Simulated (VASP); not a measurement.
Write the native input for VASP 6.6.1 that does the following.

* Task: single point
* Functional: r2SCAN
* Potentials or basis: VASP PAW PBE potentials, release 64 (N)
* Cutoff: 520 eV
* k mesh: 6 × 6 × 6
* Occupations: gaussian, width 0.01 eV
* Spin: no spin polarisation
* Dipole correction: no
* Further INCAR settings: ALGO = Normal; EDIFF = 1e-06; NBANDS = 30

N:

```
CELL_PARAMETERS angstrom
5.47248 0.00000 0.00000
0.00000 5.47248 0.00000
0.00000 0.00000 5.47248
ATOMIC_POSITIONS crystal
N 0.05777 0.05777 0.05777
N 0.44223 0.94223 0.55777
N 0.55777 0.44223 0.94223
N 0.94223 0.55777 0.44223
N 0.94244 0.94244 0.94244
N 0.55756 0.05756 0.44244
N 0.44244 0.55756 0.05756
N 0.05756 0.44244 0.55756
```

The input as run:

POSCAR

```
N
1.0
    5.4724804551      0.0000000000      0.0000000000
    0.0000000000      5.4724804551      0.0000000000
    0.0000000000      0.0000000000      5.4724804551
N
8
Direct
    0.0577722265      0.0577722265      0.0577722265
    0.4422277735      0.9422277735      0.5577722265
    0.5577722265      0.4422277735      0.9422277735
    0.9422277735      0.5577722265      0.4422277735
    0.9424410406      0.9424410406      0.9424410406
    0.5575589594      0.0575589594      0.4424410406
    0.4424410406      0.5575589594      0.0575589594
    0.0575589594      0.4424410406      0.5575589594
```

INCAR.step1

```
SYSTEM = N
  PREC = Accurate
  ENCUT = 520
  ISMEAR = 0
  SIGMA = 0.01
  LREAL = .False.
  LASPH = .True.
  NELM = 60
  NBANDS = 30
  GGA = PE
  ALGO = Normal
  EDIFF = 1E-4
  LWAVE = .True.
  LCHARG = .False.
```

INCAR.step2

```
SYSTEM = N
  PREC = Accurate
  ENCUT = 520
  EDIFF = 1E-6
  ISMEAR = 0
  SIGMA = 0.01
  LREAL = .False.
  LASPH = .True.
  NELM = 60
  ALGO = Normal
  ISIF = 2
  LWAVE = .False.
  LCHARG = .False.
  METAGGA = R2SCAN
  LMIXTAU = .True.
  NBANDS = 30
  ISTART = 1
```

KPOINTS

```
regular mesh
0
Gamma
  6 6 6
  0 0 0
```

Potentials or basis: VASP PAW PBE potentials, release 64 (N).

Command:

```bash
$ cat potpaw_PBE.64/N/POTCAR > POTCAR
$ cp INCAR.step1 INCAR
$ mpirun -np 1 vasp_std > vasp.out
$ cp INCAR.step2 INCAR
$ mpirun -np 1 vasp_std > vasp.out
```

It gave:

```json
{
 "Pressure": "3.2 GPa",
 "Largest force": "2.239 eV/Å",
 "Band gap on the k mesh": "7.96 eV (least direct gap 8.00 eV)"
}
```

Caveat: the standard files for N, O and F lose accuracy on very short bonds; the cell stands under pressure; the PAW data sets were made with another functional, which shifts forces and pressure a little.

Run time: 5.5 min on 1 thread of Intel(R) Xeon(R) 6975P-C (Granite Rapids) (shared host), peak memory 0.3 GiB.
